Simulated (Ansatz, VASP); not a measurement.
**One calculation of PbO, two programs**

File INCAR:

```
PREC = Accurate
ENCUT = 520
EDIFF = 1E-6
ISMEAR = 0
SIGMA = 0.05
LREAL = False
LASPH = True
NELM = 80
ALGO = Normal
ISIF = 2
LWAVE = False
LCHARG = True
GGA = PE
LELF = True
LVHAR = True
NBANDS = 28
```

KPOINTS

```
regular mesh
0
Gamma
  8 8 6
```

Contents of POSCAR:

```
PbO
1.0
    3.8551680000      0.0000000000      0.0000000000
    0.0000000000      3.8551680000      0.0000000000
    0.0000000000      0.0000000000      4.8713400000
Pb O
2 2
Direct
    0.0000000000      0.5000000000      0.2351000000
    0.5000000000      0.0000000000      0.7649000000
    0.0000000000      0.0000000000      0.0000000000
    0.5000000000      0.5000000000      0.0000000000
```

Input for Ansatz:

```yaml
crystal:
  lattice:
    - [3.855168, 0.0, 0.0]
    - [0.0, 3.855168, 0.0]
    - [0.0, 0.0, 4.87134]
  atoms:
    - { symbol: Pb, position: [0.0, 0.5, 0.2351] }
    - { symbol: Pb, position: [0.5, 0.0, 0.7649] }
    - { symbol: O, position: [0.0, 0.0, 0.0] }
    - { symbol: O, position: [0.5, 0.5, 0.0] }
basis:
  ecutwfc: 420
kpoints:
  mp_grid: { grid: [8, 8, 6] }
hamiltonian:
  xc: pbe
scf:
  occupations: { method: gaussian, width: 0.05 }
output:
  forces: true
  stress: true
  eigenvalues: true
```

Change from the starting cell: strain -0.030 along x and y, -0.030 along z, atoms carried along.

Alike in both runs: task single point; functional PBE; k mesh 8 × 8 × 6; occupations gaussian, width 0.05 eV; no spin polarisation.

|  | VASP | Ansatz |
| --- | --- | --- |
| version | VASP 6.6.1 | Ansatz 0.2.0 |
| potentials or method | VASP PAW PBE potentials, release 64 (Pb_d, O), cutoff 520 eV | scalar-relativistic, plane waves, PAW |
| valence electrons in the cell | 40 | 40 |

```tsv
	VASP	Ansatz	Ansatz less VASP
gap on the k mesh at the Fermi level (eV)	1.07	1.06	-0.010
least direct gap on the mesh (eV)	2.43	2.45	+0.020
pressure (GPa)	15.4	15.3	-0.14
traceless stress, the component that is largest in VASP (GPa)	-2.01	-1.98	+0.026
rms of the force components (eV/Å)	0.803	0.779	-0.0236
```

Atom by atom the forces differ by 0.024 eV/Å (rms over components).

Spin-orbit coupling is off throughout.
